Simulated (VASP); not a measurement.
A run of VASP 6.6.1 is set up as follows.

Contents of INCAR:

```
SYSTEM = Mg4H
PREC     = Accurate       ! precision mode
ENCUT    = 520            ! plane-wave cutoff, eV
EDIFF    = 1E-6           ! SCF threshold, eV
ISMEAR   = 0              ! smearing method
SIGMA    = 0.1            ! smearing width, eV
LREAL    = .FALSE.        ! projectors in reciprocal space
LASPH    = .TRUE.         ! aspherical terms in the spheres
NELM     = 80             ! most SCF steps
ALGO     = Normal         ! electronic algorithm
ISIF     = 2              ! what is computed and relaxed
LWAVE    = .FALSE.        ! write WAVECAR
LCHARG   = .FALSE.        ! write CHGCAR
LDIPOL   = .TRUE.       
IDIPOL   = 3            
DIPOL    = 0.5 0.5 0.294
GGA      = PE             ! functional
NBANDS   = 20             ! bands
```

Contents of KPOINTS:

```
Automatic mesh
0
G
  4 5 1
  0 0 0
```

The input POSCAR:

```
Mg4H
1.0
    6.4201385733      0.0000000000      0.0000000000
    0.0000000000      5.1379129567      0.0000000000
    0.0000000000      0.0000000000     21.6644777330
Mg H
8 2
Direct
    0.0000000000      0.7500000000      0.1846340378
    0.5000000000      0.7500000000      0.1846340378
    0.2500000000      0.2500000000      0.2274076137
    0.7500000000      0.2500000000      0.2274076137
    0.2500000000      0.7500000000      0.3173234500
    0.7500000000      0.7500000000      0.3173234500
    0.0000000000      0.2500000000      0.3537808678
    0.5000000000      0.2500000000      0.3537808678
    0.6059999929      0.0833333333      0.3893229201
    0.8940000071      0.0833333333      0.3893229201
```

Potentials or basis: VASP PAW PBE potentials, release 64 (Mg, H).

Launch:

```console
$ cat potpaw_PBE.64/Mg/POTCAR potpaw_PBE.64/H/POTCAR > POTCAR
$ mpirun -np 1 vasp_std > vasp.out
```

Q: Predict the band gap on the k mesh.

A: Zero (band 9 reaches -1.49 eV, above the bottom of band 10 at -2.40 eV).

Q: Predict the largest force.

A: 7.381 eV/Å.

Forces on the atoms (eV/Å):
```
Mg  -0.014  0.061  0.195
Mg   0.014  0.061  0.195
Mg   0.000 -0.189 -0.061
Mg   0.000  0.013 -0.246
Mg   0.000 -0.044 -0.168
Mg   0.000  0.489  0.318
Mg   3.774  4.776 -4.175
Mg  -3.774  4.776 -4.175
H    2.965 -4.972  4.058
H   -2.965 -4.972  4.058
```
